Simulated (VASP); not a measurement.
Write the native input for VASP 6.6.1 that does the following.

```yaml
Task: single point
Functional: PBE
Potentials_or_basis: VASP PAW PBE potentials, release 64 (Rh_pv)
Cutoff: 520 eV
k_mesh: 22 × 22 × 22
Occupations: gaussian, width 0.15 eV
Spin: no spin polarisation
Dipole_correction: no
Further_INCAR_settings: ALGO = Normal; EDIFF = 1e-07; NBANDS = 14
```

The structure of Rh lies in POSCAR:

```
Rh
1.0
    0.0000000000      1.8540112500      1.8540112500
    1.8540112500      0.0000000000      1.8540112500
    1.8540112500      1.8540112500      0.0000000000
Rh
1
Direct
    0.0000000000      0.0000000000      0.0000000000
```

This cell differs from its parent crystal: strain -0.025 along x and y, -0.025 along z.

One way to write it, as run:

INCAR

```
SYSTEM = Rh
PREC     = Accurate       ! precision mode
ENCUT    = 520            ! plane-wave cutoff, eV
EDIFF    = 1E-7           ! SCF threshold, eV
ISMEAR   = 0              ! smearing method
SIGMA    = 0.15           ! smearing width, eV
LREAL    = .FALSE.        ! projectors in reciprocal space
LASPH    = .TRUE.         ! aspherical terms in the spheres
NELM     = 100            ! most SCF steps
ALGO     = Normal         ! electronic algorithm
ISIF     = 2              ! what is computed and relaxed
LWAVE    = .FALSE.        ! write WAVECAR
LCHARG   = .TRUE.         ! write CHGCAR
GGA      = PE             ! functional
LELF     = .TRUE.         ! ELF
LVHAR    = .TRUE.       
NBANDS   = 14             ! bands
```

KPOINTS

```
regular mesh
0
G
  22 22 22
  0 0 0
```

Potentials or basis: VASP PAW PBE potentials, release 64 (Rh_pv).

The run is started by

```sh
$ cat potpaw_PBE.64/Rh_pv/POTCAR > POTCAR
$ mpirun -np 1 vasp_std > vasp.out
```

Results of the run:

| Property | Result |
| --- | --- |
| Pressure | 32.2 GPa |
| Band gap on the k mesh | zero (an odd number of electrons rules out a gap without spin polarisation) |

Caveat: the cell differs from its parent crystal (strain -0.025 along x and y, -0.025 along z); the cell stands under pressure.

Wall time 36 s on 1 thread of Intel(R) Xeon(R) Platinum 8375C CPU @ 2.90GHz (Ice Lake), on a shared host, peak memory 0.16 GiB.
